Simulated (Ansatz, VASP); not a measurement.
**Two plane-wave programs on ZnAu**

```xyz
2
Lattice="3.0881 0.0000 0.0000 0.0000 3.0881 0.0000 0.0000 0.0000 3.0881" Properties=species:S:1:pos:R:3 pbc="T T T"
Zn    1.5440    1.5440    1.5440
Au    0.0000    0.0000    0.0000
```

Alike in both runs: task single point; functional PBE; k mesh 14 × 14 × 14; occupations gaussian, width 0.1 eV; no spin polarisation.

|  | VASP | Ansatz |
| --- | --- | --- |
| version | VASP 6.6.1 | Ansatz 0.2.0 |
| potentials or method | VASP PAW PBE potentials, release 64 (Zn, Au), cutoff 520 eV | scalar-relativistic, plane waves, PAW |
| valence electrons in the cell | 23 | 31 |

```csv
,VASP,Ansatz,Ansatz less VASP
gap on the k mesh at the Fermi level (eV),none,none,-
pressure (GPa),14.2,14.2,-0.04
```

A gap of «none» marks a metal or a gap that the smearing closes. With one functional, cell and mesh, what is left measures potentials, basis and numerics. VASP's potentials hold 23 valence electrons a cell and Ansatz's 31, so a difference there can come from the potentials and not from the codes.

Neither program's run includes spin-orbit coupling.
